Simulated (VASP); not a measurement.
# S (Fm-3m) in VASP: a series of runs

The runs below take S through relaxation of cell and atoms, with PBE.

Program: VASP 6.6.1. These are calculated values, not measurements. Logs are shortened: lines on timing, memory, paths and dates and some standing lists are left out, and cuts for length are marked.

## 1. The cell of the first run

It takes space group Fm-3m (No. 225, cubic). Conventional cell: a = 4.200 Å, b = 4.200 Å, c = 4.200 Å, α = 90.00°, β = 90.00°, γ = 90.00°. Within 3.9 Å of S (site symmetry m-3m) lie 12 S at 2.97 Å.

This isn't the form of S at room conditions, which is orthorhombic, of S8 rings.

## 2. Relaxation of cell and atoms, PBE

Contents of INCAR:

```
PREC     = Accurate       # precision mode
ENCUT    = 500            # plane-wave cutoff, eV
EDIFF    = 1E-7           # SCF threshold, eV
ISMEAR   = 0              # smearing method
SIGMA    = 0.1            # smearing width, eV
LREAL    = F              # projectors in reciprocal space
LASPH    = T              # aspherical terms in the spheres
NELM     = 120            # most SCF steps
ALGO     = Normal         # electronic algorithm
ISIF     = 3              # what is computed and relaxed
LWAVE    = F              # write WAVECAR
LCHARG   = F              # write CHGCAR
GGA      = PE             # functional
IBRION   = 2              # ionic algorithm
NSW      = 80             # ionic steps
EDIFFG   = -0.03          # ionic threshold
GGA_COMPAT= F            
NELMIN   = 4
```

Contents of KPOINTS:

```
regular mesh
0
Gamma
  18 18 18
```

Contents of POSCAR:

```
S
1.0
    0.0000000000      2.1000000000      2.1000000000
    2.1000000000      0.0000000000      2.1000000000
    2.1000000000      2.1000000000      0.0000000000
S
1
Direct
    0.0000000000      0.0000000000      0.0000000000
```

Potentials or basis: VASP PAW PBE potentials, release 64 (S).

On the command line:

```
$ cat potpaw_PBE.64/S/POTCAR > POTCAR
$ mpirun -np 1 vasp_std > vasp.out
```

OUTCAR:

```text
PREC = Accurate
   ENCUT = 500
   EDIFF = 1E-7
   ISMEAR = 0
   LREAL = F
   LASPH = T
   NELM = 120
   ISIF = 3
   GGA = PE
   IBRION = 2
   NSW = 80
   EDIFFG = -0.03
   NELMIN = 4

 ion  position               nearest neighbor table
   1  0.000  0.000  0.000-

  LATTYP: Found a face centered cubic cell.
 ALAT       =     4.2000000000

  Lattice vectors:

 A1 = (   0.0000000000,   2.1000000000,   2.1000000000)
 A2 = (   2.1000000000,   0.0000000000,   2.1000000000)
 A3 = (   2.1000000000,   2.1000000000,   0.0000000000)

Analysis of symmetry for initial positions (statically):
=====================================================================
 Subroutine PRICEL returns:
 Original cell was already a primitive cell.

 Routine SETGRP: Setting up the symmetry group for a
 face centered cubic supercell.

 Subroutine GETGRP returns: Found 48 space group operations
 (whereof 48 operations were pure point group operations)
 out of a pool of 48 trial point group operations.

The static configuration has the point symmetry O_h .

Analysis of symmetry for dynamics (positions and initial velocities):
=====================================================================
 Subroutine PRICEL returns:
 Original cell was already a primitive cell.

 Routine SETGRP: Setting up the symmetry group for a
 face centered cubic supercell.

 Subroutine GETGRP returns: Found 48 space group operations
 (whereof 48 operations were pure point group operations)
 out of a pool of 48 trial point group operations.

The dynamic configuration has the point symmetry O_h .

 Subroutine INISYM returns: Found 48 space group operations
 (whereof 48 operations are pure point group operations),
 and found     1 'primitive' translations

----------------------------------------------------------------------------------------

                                     Primitive cell

  volume of cell :      18.5220

  direct lattice vectors                    reciprocal lattice vectors
     0.000000000  2.100000000  2.100000000    -0.238095238  0.238095238  0.238095238
     2.100000000  0.000000000  2.100000000     0.238095238 -0.238095238  0.238095238
[... 88 lines left out ...]
   NFREE  =      1    steps in history (QN), initial steepest desc. (CG)
   ISIF   =      3    stress and relaxation
   ISYM   =      2    0-nonsym 1-usesym 2-fastsym
   POTIM  = 0.5000    time-step for ionic-motion
   TEBEG  =    0.0;   TEEND  =   0.0 temperature during run
   PSTRESS=    0.0 pullay stress
   NELECT =       6.0000    total number of electrons
   NUPDOWN=      -1.0000    fix difference up-down
   EMIN   =  10.00;   EMAX   =-10.00  energy-range for DOS
   EFERMI =   0.00;   METHOD = LEGACY
   ISMEAR =     0;   SIGMA  =   0.10  broadening in eV -4-tet -1-fermi 0-gaus
   EFERMI_NEDOS =   21; number of points for ismear=-14 and -15
   IALGO  =     38    algorithm
   IMIX   =      4    mixing-type and parameters
     AMIX     =   0.40;   BMIX     =  1.00
     AMIX_MAG =   1.60;   BMIX_MAG =  1.00
  volume/ion in A,a.u.               =      18.52       124.99
  Fermi-wavevector in a.u.,A,eV,Ry     =   1.124336  2.124686 17.199540  1.264130
  Thomas-Fermi vector in A             =   2.261007
   LORBIT       =      0    0 simple, 1 ext, 2 COOP (PROOUT), +10 PAW based schemes
   GGA     = PE    functional components
   LHFCALC =     F    Hartree Fock is set to
   AEXX    =    0.0000 exact exchange contribution
   IVDW    =     0    specifies the selected vdW correction
   LEPSILON=     F    determine dielectric tensor
   LRPA    =     F    only Hartree local field effects (RPA)
 conjugate gradient relaxation of ions
 non-spin polarized calculation
 Gauss-broadening in eV      SIGMA  =   0.10
  energy-cutoff  :      500.00
  volume of cell :       18.52
 maximum number of plane-waves:       493
 NGX is ok and might be reduce to    24
   NGX = 11   NGY = 11   NGZ = 11

--------------------------------------- Ionic step        1  -------------------------------------------

 number of electron       5.9999999 magnetization

 Free energy of the ion-electron system (eV)
  ---------------------------------------------------
  ext. energy  EPLUGINS =         0.00000000
  ---------------------------------------------------
  free energy    TOTEN  =        -2.74617830 eV

  energy without entropy =       -2.74048303  energy(sigma->0) =       -2.74333066

------------------------ aborting loop because EDIFF is reached ----------------------------------------

  FORCE on cell =-STRESS in cart. coord.  units (eV):
  Direction    XX          YY          ZZ          XY          YZ          ZX
  --------------------------------------------------------------------------------------
  -------------------------------------------------------------------------------------
  Total       -1.0086302     -1.0086302     -1.0086302      0.0000000      0.0000000     -0.0000000
  in kB      -87.2478353    -87.2478353    -87.2478353      0.0000000      0.0000000     -0.0000000
  external PRESSURE =     -87.2478353 kB  Pullay stress =       0.0000000 kB
[... 57 lines left out ...]
--------------------------------------- Ionic step        3  -------------------------------------------

 number of electron       5.9999999 magnetization

 Free energy of the ion-electron system (eV)
  ---------------------------------------------------
  ext. energy  EPLUGINS =         0.00000000
  ---------------------------------------------------
  free energy    TOTEN  =        -2.83023560 eV

  energy without entropy =       -2.82547280  energy(sigma->0) =       -2.82785420

 E-fermi :   7.4577     XC(G=0): -11.1725

 val. band max:        7.4302749180   @ k =  -0.4444   0.2778   0.1111
 cond. band min:       7.4611330313   @ k =   0.3889   0.2778   0.0000
 fundamental gap:      0.0308581133
 Fermi energy:         7.4576800244

 k-point     1 :       0.0000    0.0000    0.0000
  band No.  band energies     occupation
      1      -9.2706      2.00000
      2      10.6207      0.00000
      3      10.6207      0.00000
      4      10.6207      0.00000
      5      19.5486      0.00000
      6      19.5486      0.00000
      7      19.5486      0.00000
[... 221 lines left out ...]
 k-point    24 :      -0.2222    0.0556    0.0000
  band No.  band energies     occupation
      1      -7.8739      2.00000
      2       5.4787      2.00000
      3       9.2643      0.00000
      4      10.1309      0.00000
      5      18.0979      0.00000
      6      20.1502      0.00000
      7      20.2702      0.00000

 [... further k-points ...]
[... 5 lines left out ...]
  --------------------------------------------------------------------------------------
  -------------------------------------------------------------------------------------
  Total       -0.0029853     -0.0029853     -0.0029853      0.0000000      0.0000000     -0.0000000
  in kB       -0.3018325     -0.3018325     -0.3018325      0.0000000      0.0000000     -0.0000000
  external PRESSURE =      -0.3018325 kB  Pullay stress =       0.0000000 kB
[... 16 lines left out ...]
  FREE ENERGIE OF THE ION-ELECTRON SYSTEM (eV)
  ---------------------------------------------------
  free  energy   TOTEN  =        -2.8302356024 eV

  energy  without entropy=       -2.8254728038  energy(sigma->0) =       -2.82785420

 reached required accuracy - stopping structural energy minimisation
```

Run time: 27 s. Hardware: 1 thread of Intel Xeon 6975P-C (Granite Rapids), shared host; peak memory 0.14 GiB.

What came out:

```yaml
Free_energy: -2.8302 eV
Relaxed_volume: 15.85 Å³/atom
Relaxed_cell: a = 2.819 Å, b = 2.819 Å, c = 2.819 Å, α = 60.00°, β = 60.00°, γ = 60.00°
Space_group_after_relaxing_to_0.1_Å: Fm-3m (No. 225)
Energy_gained_by_relaxing: 84.1 meV/atom
Ionic_steps: 3
Pressure_after_relaxing: 0.0 GPa
Band_gap_on_the_k_mesh: zero (bands 3 and 4 overlap by 5.66 eV)
```

The path:
| step | energy change (eV) | largest force (eV/Å) | pressure (GPa) | volume (Å³) |
| --- | --- | --- | --- | --- |
| 1 | 0.0000 | 0.0000 | -8.72 | 18.52 |
| 2 | -0.0839 | 0.0000 | -0.51 | 15.95 |
| 3 | -0.0841 | 0.0000 | -0.03 | 15.85 |

Final structure:
```yaml
crystal:
  lattice:
    - [0.00000, 1.99359, 1.99359]
    - [1.99359, 0.00000, 1.99359]
    - [1.99359, 1.99359, 0.00000]
  atoms:
    - { symbol: S, position: [0.00000, 0.00000, 0.00000] }
```

## 3. Relaxation of cell and atoms, PBE, target pressure 5 GPa, at which the enthalpy is minimised

Contents of INCAR:

```
  PREC = Accurate
  ENCUT = 500
  EDIFF = 1E-7
  ISMEAR = 0
  SIGMA = 0.1
  LREAL = F
  LASPH = T
  NELM = 120
  ALGO = Normal
  ISIF = 3
  LWAVE = F
  LCHARG = F
  GGA = PE
  IBRION = 2
  NSW = 80
  EDIFFG = -0.03
  PSTRESS = 50.0
  GGA_COMPAT = F
  NELMIN = 4
```

Contents of KPOINTS:

```
Automatic mesh
0
Gamma
  18 18 18
```

POSCAR is that of step 2.

Potentials or basis: VASP PAW PBE potentials, release 64 (S).

On the command line:

```
$ cat potpaw_PBE.64/S/POTCAR > POTCAR
$ mpirun -np 1 vasp_std > vasp.out
```

OUTCAR:

```text
PREC = Accurate
   ENCUT = 500
   EDIFF = 1E-7
   ISMEAR = 0
   LREAL = F
   LASPH = T
   NELM = 120
   ISIF = 3
   GGA = PE
   IBRION = 2
   NSW = 80
   EDIFFG = -0.03
   PSTRESS = 50.0
   NELMIN = 4

 ion  position               nearest neighbor table
   1  0.000  0.000  0.000-

  LATTYP: Found a face centered cubic cell.
 ALAT       =     4.2000000000

  Lattice vectors:

 A1 = (   0.0000000000,   2.1000000000,   2.1000000000)
 A2 = (   2.1000000000,   0.0000000000,   2.1000000000)
 A3 = (   2.1000000000,   2.1000000000,   0.0000000000)

Analysis of symmetry for initial positions (statically):
[... 247 lines left out ...]
 number of electron       6.0000001 magnetization

 Free energy of the ion-electron system (eV)
  ---------------------------------------------------
  ext. energy  EPLUGINS =         0.00000000
  ---------------------------------------------------
  free energy    TOTEN  =        -2.81710599 eV

  energy without entropy =       -2.81292428  energy(sigma->0) =       -2.81501513

 E-fermi :   8.3164     XC(G=0): -11.4501

 val. band max:        8.3032033236   @ k =   0.5000   0.1667   0.0556
 cond. band min:       8.3180680665   @ k =   0.5000   0.2778   0.0556
 fundamental gap:      0.0148647429
 Fermi energy:         8.3163970590

 k-point     1 :       0.0000    0.0000    0.0000
  band No.  band energies     occupation
      1      -9.0131      2.00000
      2      11.7947      0.00000
      3      11.7947      0.00000
      4      11.7947      0.00000
      5      20.4242      0.00000
      6      20.4242      0.00000
      7      20.4242      0.00000
[... 221 lines left out ...]
 k-point    24 :      -0.2222    0.0556    0.0000
  band No.  band energies     occupation
      1      -7.5241      2.00000
      2       6.2723      2.00000
      3      10.2866      0.00000
      4      11.2574      0.00000
      5      19.1164      0.00000
      6      21.0554      0.00000
      7      21.2262      0.00000

 [... further k-points ...]
[... 5 lines left out ...]
  --------------------------------------------------------------------------------------
  -------------------------------------------------------------------------------------
  Total        0.4712631      0.4712631      0.4712631     -0.0000000      0.0000000      0.0000000
  in kB       50.4673879     50.4673879     50.4673879     -0.0000000      0.0000000      0.0000000
  external PRESSURE =       0.4673879 kB  Pullay stress =      50.0000000 kB
[... 20 lines left out ...]
  energy  without entropy=       -2.8129242802  energy(sigma->0) =       -2.81501513

  enthalpy is  TOTEN    =        -2.3502073683 eV   P V=        0.4668986205

 reached required accuracy - stopping structural energy minimisation
```

OSZICAR:

```text
N       E                     dE             d eps       ncg     rms          rms(c)
DAV:   1     0.987519127789E+01    0.98752E+01   -0.27424E+03  2744   0.681E+02
DAV:   2    -0.254109036976E+01   -0.12416E+02   -0.12007E+02  3990   0.828E+01
DAV:   3    -0.275173774444E+01   -0.21065E+00   -0.20913E+00  3297   0.121E+01
[... 24 lines left out ...]
DAV:   3    -0.281711633738E+01    0.22268E-02   -0.67406E-03  2758   0.535E-01    0.160E-01
DAV:   4    -0.281710947683E+01    0.68605E-05   -0.30742E-05  4172   0.550E-02    0.539E-02
DAV:   5    -0.281710643958E+01    0.30373E-05   -0.16214E-06  3087   0.105E-02    0.100E-02
DAV:   6    -0.281710606430E+01    0.37528E-06   -0.45771E-08  2408   0.209E-03    0.288E-03
DAV:   7    -0.281710598885E+01    0.75448E-07   -0.60804E-09  1631   0.703E-04
   3 F= -.23502074E+01 E0= -.23481165E+01  d E =-.182055E+00
```

CONTCAR:

```text
S
   1.00000000000000
     0.0000000000000000    1.9557397272166659    1.9557397272166659
     1.9557397272166659   -0.0000000000000000    1.9557397272166659
     1.9557397272166659    1.9557397272166659   -0.0000000000000000
  S
     1
Direct
     0.0000000000000000    0.0000000000000000    0.0000000000000000

  0.00000000E+00  0.00000000E+00  0.00000000E+00
```

Wall time 27 s (1 thread of Intel Xeon 6975P-C (Granite Rapids), shared host); peak memory 0.15 GiB.

What came out:

| Property | Result |
| --- | --- |
| Free energy | -2.8171 eV |
| Relaxed volume | 14.96 Å³/atom |
| Relaxed cell | a = 2.766 Å, b = 2.766 Å, c = 2.766 Å, α = 60.00°, β = 60.00°, γ = 60.00° |
| Space group after relaxing (to 0.1 Å) | Fm-3m (No. 225) |
| Energy change on relaxing (the run minimises the enthalpy) | -70.9 meV/atom |
| Ionic steps | 3 |
| Pressure after relaxing | 5.0 GPa |
| Band gap on the k mesh | zero (bands 3 and 4 overlap by 6.25 eV) |

Step by step:
```tsv
step	energy change (eV)	largest force (eV/Å)	pressure (GPa)	volume (Å³)
1	0.0000	0.0000	-8.72	18.52
2	-0.0560	0.0000	7.74	14.59
3	-0.0709	0.0000	5.05	14.96
```

Final structure:
```yaml
crystal:
  lattice:
    - [0.00000, 1.95574, 1.95574]
    - [1.95574, 0.00000, 1.95574]
    - [1.95574, 1.95574, 0.00000]
  atoms:
    - { symbol: S, position: [0.00000, 0.00000, 0.00000] }
```

Levels at points of the mesh, in eV from the Fermi level:
| k point | band 1 | band 2 | band 3 | band 4 | band 5 | band 6 | band 7 |
| --- | --- | --- | --- | --- | --- | --- | --- |
| (0.00, 0.00, 0.00) | -17.33 | 3.48 | 3.48 | 3.48 | 12.11 | 12.11 | 12.11 |
| (0.50, 0.00, 0.00) | -12.86 | -7.95 | 2.07 | 2.07 | 9.62 | 11.29 | 11.29 |
| (0.50, 0.50, 0.00) | -11.03 | -6.88 | -0.90 | -0.90 | 5.22 | 5.61 | 22.36 |

Caveat: the cell is relaxed towards a set pressure, so the run minimises the enthalpy, not the energy; the volume moved by over 15 % at a fixed basis, so the end points are rough.

The gap in the log of VASP goes by the Fermi energy; the results here count the filled bands.